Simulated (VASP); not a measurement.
# Si2W (I4/mmm) in VASP: notebook, part 2 of 2

VASP 6.6.1. The steps go on from the part before.

## Step 4: Single point, r2SCAN (biaxial strain in the a-b plane: +4.5 %)

Input file POSCAR:

```
Si2W
1.0
    3.3558012921      0.0000000000      0.0000000000
    0.0000000000      3.3558012921      0.0000000000
    0.0000000000      0.0000000000      7.5938915594
Si W
4 2
Direct
    0.0000000000      0.0000000000      0.3354944298
    0.5000000000      0.5000000000      0.1645055702
    0.5000000000      0.5000000000      0.8354944298
    0.0000000000      0.0000000000      0.6645055702
    0.0000000000      0.0000000000      0.0000000000
    0.5000000000      0.5000000000      0.5000000000
```

Input file INCAR.step1:

```
PREC = Accurate
ENCUT = 520
ISMEAR = 0
SIGMA = 0.1
LREAL = F
LASPH = T
NELM = 60
NBANDS = 31
GGA = PE
ALGO = Normal
EDIFF = 1E-4
LWAVE = T
LCHARG = F
```

Input file INCAR.step2:

```
PREC = Accurate
ENCUT = 520
EDIFF = 1E-7
ISMEAR = 0
SIGMA = 0.1
LREAL = F
LASPH = T
NELM = 60
ALGO = Normal
ISIF = 2
LWAVE = F
LCHARG = F
METAGGA = R2SCAN
LMIXTAU = T
NBANDS = 31
ISTART = 1
```

Input file KPOINTS:

```
regular mesh
0
Gamma
  12 12 6
```

Potentials or basis: VASP PAW PBE potentials, release 64 (Si, W_sv).

On the command line:

```console
> cat potpaw_PBE.64/Si/POTCAR potpaw_PBE.64/W_sv/POTCAR > POTCAR
> cp INCAR.step1 INCAR
> mpirun -np 1 vasp_std > vasp.out
> cp INCAR.step2 INCAR
> mpirun -np 1 vasp_std > vasp.out
```

OUTCAR:

```text
PREC = Accurate
   ENCUT = 520
   EDIFF = 1E-7
   ISMEAR = 0
   LREAL = F
   LASPH = T
   NELM = 60
   ISIF = 2
   METAGGA = R2SCAN
   ISTART = 1

 ion  position               nearest neighbor table
   1  0.000  0.000  0.335-   4 2.50   5 2.55   6 2.68   6 2.68   6 2.68   6 2.68   2 2.70   2 2.70
                             2 2.70   2 2.70
   2  0.500  0.500  0.165-   3 2.50   6 2.55   5 2.68   5 2.68   5 2.68   5 2.68   1 2.70   1 2.70
                             1 2.70   1 2.70
   3  0.500  0.500  0.835-   2 2.50   6 2.55   5 2.68   5 2.68   5 2.68   5 2.68   4 2.70   4 2.70
                             4 2.70   4 2.70
   4  0.000  0.000  0.665-   1 2.50   5 2.55   6 2.68   6 2.68   6 2.68   6 2.68   3 2.70   3 2.70
                             3 2.70   3 2.70
   5  0.000  0.000  0.000-   1 2.55   4 2.55   3 2.68   2 2.68   2 2.68   3 2.68   2 2.68   3 2.68
                             2 2.68   3 2.68
   6  0.500  0.500  0.500-   2 2.55   3 2.55   1 2.68   4 2.68   1 2.68   4 2.68   1 2.68   4 2.68
                             1 2.68   4 2.68

  LATTYP: Found a simple tetragonal cell.
 ALAT       =     3.3558012921
 C/A-ratio  =     2.2629145466

  Lattice vectors:

 A1 = (   3.3558012921,   0.0000000000,   0.0000000000)
 A2 = (   0.0000000000,   3.3558012921,   0.0000000000)
 A3 = (   0.0000000000,   0.0000000000,   7.5938915594)

[... 200 lines left out ...]

 val. band max:       10.8768201817   @ k =   0.0833   0.0000   0.5000
 cond. band min:      10.9008433300   @ k =   0.0833   0.0000   0.3333
 fundamental gap:      0.0240231483
 Fermi energy:        10.8926230395

 k-point     1 :       0.0000    0.0000    0.0000
  band No.  band energies     occupation
      1     -64.7717      2.00000
      2     -64.7715      2.00000
      3     -28.3972      2.00000
      4     -28.3972      2.00000
      5     -28.3953      2.00000
      6     -28.3953      2.00000
[... 805 lines left out ...]
     30      16.2406      0.00000
     31      16.3432      0.00000

 [... further k-points ...]
[... 5 lines left out ...]
  --------------------------------------------------------------------------------------
  -------------------------------------------------------------------------------------
  Total      -10.0202963    -10.0202963      4.5874122      0.0000000      0.0000000     -0.0000000
  in kB     -187.7302604   -187.7302604     85.9451712      0.0000000      0.0000000     -0.0000000
  external PRESSURE =     -96.5051166 kB  Pullay stress =       0.0000000 kB

 VOLUME and BASIS-vectors are now :
 -----------------------------------------------------------------------------
  energy-cutoff  :      520.00
  volume of cell :       85.52
      direct lattice vectors                 reciprocal lattice vectors
     3.355801292  0.000000000  0.000000000     0.297991422  0.000000000  0.000000000
     0.000000000  3.355801292  0.000000000     0.000000000  0.297991422  0.000000000
     0.000000000  0.000000000  7.593891559     0.000000000  0.000000000  0.131684788

 POSITION                                       TOTAL-FORCE (eV/Angst)
 -----------------------------------------------------------------------------------
      0.00000      0.00000      2.54771         0.000000      0.000000      0.007303
      1.67790      1.67790      1.24924         0.000000      0.000000     -0.007303
      1.67790      1.67790      6.34465        -0.000000      0.000000      0.007303
      0.00000      0.00000      5.04618         0.000000     -0.000000     -0.007303
      0.00000      0.00000      0.00000         0.000000      0.000000      0.000000
      1.67790      1.67790      3.79695        -0.000000     -0.000000      0.000000
 -----------------------------------------------------------------------------------
    total drift:                               -0.000000      0.000000      0.000000

  FREE ENERGIE OF THE ION-ELECTRON SYSTEM (eV)
  ---------------------------------------------------
  free  energy   TOTEN  =      -139.1221357883 eV

  energy  without entropy=     -139.1193659258  energy(sigma->0) =     -139.12075086
```

OSZICAR.step1:

```text
N       E                     dE             d eps       ncg     rms          rms(c)
DAV:   1     0.357915020189E+03    0.35792E+03   -0.22123E+04  7192   0.143E+03
DAV:   2    -0.325049239616E+02   -0.39042E+03   -0.37680E+03  7581   0.399E+02
DAV:   3    -0.507706222615E+02   -0.18266E+02   -0.17666E+02  8926   0.774E+01
DAV:   4    -0.510941264688E+02   -0.32350E+00   -0.32210E+00  8521   0.991E+00
DAV:   5    -0.510990627506E+02   -0.49363E-02   -0.49351E-02  8639   0.133E+00    0.325E+01
DAV:   6    -0.493849807652E+02    0.17141E+01   -0.80050E+00  8568   0.161E+01    0.104E+01
DAV:   7    -0.492349501831E+02    0.15003E+00   -0.62400E-01  8097   0.386E+00    0.551E+00
DAV:   8    -0.491909592135E+02    0.43991E-01   -0.90442E-02  8377   0.199E+00    0.430E-01
DAV:   9    -0.491908048906E+02    0.15432E-03   -0.42070E-03  8780   0.354E-01    0.294E-01
DAV:  10    -0.491906921402E+02    0.11275E-03   -0.95664E-04  8432   0.228E-01    0.949E-02
DAV:  11    -0.491906306731E+02    0.61467E-04   -0.18630E-04  6050   0.101E-01
   1 F= -.49190631E+02 E0= -.49189190E+02  d E =-.288080E-02
```

Run time: 13 min. Hardware: 1 thread of Intel Xeon Platinum 8375C at 2.90GHz (Ice Lake), shared host; peak memory 0.37 GiB.

What came out:

```
Free energy            : -139.1221 eV
Pressure               : -9.7 GPa
Largest force          : 0.007 eV/Å
Band gap on the k mesh : zero (band 22 reaches 11.43 eV, above the bottom of band 23 at 10.68 eV)
```

Forces in eV/Å, atoms in the order of the input:
```
Si   0.000  0.000  0.007
Si   0.000  0.000 -0.007
Si   0.000  0.000  0.007
Si   0.000  0.000 -0.007
W    0.000  0.000  0.000
W    0.000  0.000  0.000
```

Stress tensor (GPa, compression positive):
```
-18.77   0.00   0.00
  0.00 -18.77   0.00
  0.00   0.00   8.59
```

Levels at points of the mesh, in eV from the Fermi level:
```
           k point  band 20  band 21  band 22  band 23  band 24  band 25
(0.00, 0.00, 0.00)    -1.24    -0.21    -0.21     0.35     0.60     2.47
(0.50, 0.00, 0.00)    -1.68    -0.81    -0.81     2.40     2.40     3.17
(0.50, 0.50, 0.00)    -2.51    -1.89    -1.89     2.87     2.87     2.93
(0.00, 0.00, 0.50)    -1.77     0.47     0.47     1.49     1.49     1.49
(0.50, 0.00, 0.50)    -2.34    -0.42    -0.42     2.55     2.55     2.65
(0.50, 0.50, 0.50)    -2.16    -2.16    -2.16     0.77     0.77     2.87
```

Caveat: the cell differs from its parent crystal (biaxial strain in the a-b plane: +4.5 %); the PAW data sets were made with another functional, which shifts forces and pressure a little; spin-orbit coupling is left out, which moves the levels of the heavy elements.

## Step 5: Overview

```tsv
cell	gap on the mesh (eV)	pressure (GPa)	largest force (eV/Å)
a = 3.259, b = 3.259, c = 7.734 Å, 6 atoms	none	-3.8	0.04
a = 3.308, b = 3.308, c = 7.734 Å, 6 atoms	none	-9.2	0.01
a = 3.356, b = 3.356, c = 7.594 Å, 6 atoms	none	-9.7	0.01
```

Alike in all rows: task single point; level r2SCAN; potentials or basis VASP PAW PBE potentials, release 64 (Si, W_sv); no spin polarisation; k mesh 12 × 12 × 6; cutoff (eV) 520; smearing gaussian 0.1 eV.

Caveats: the PAW data sets were made with another functional, which shifts forces and pressure a little; spin-orbit coupling is left out, which moves the levels of the heavy elements.

Total energies depend on the potentials used, so only differences within one code and one set of settings carry meaning.
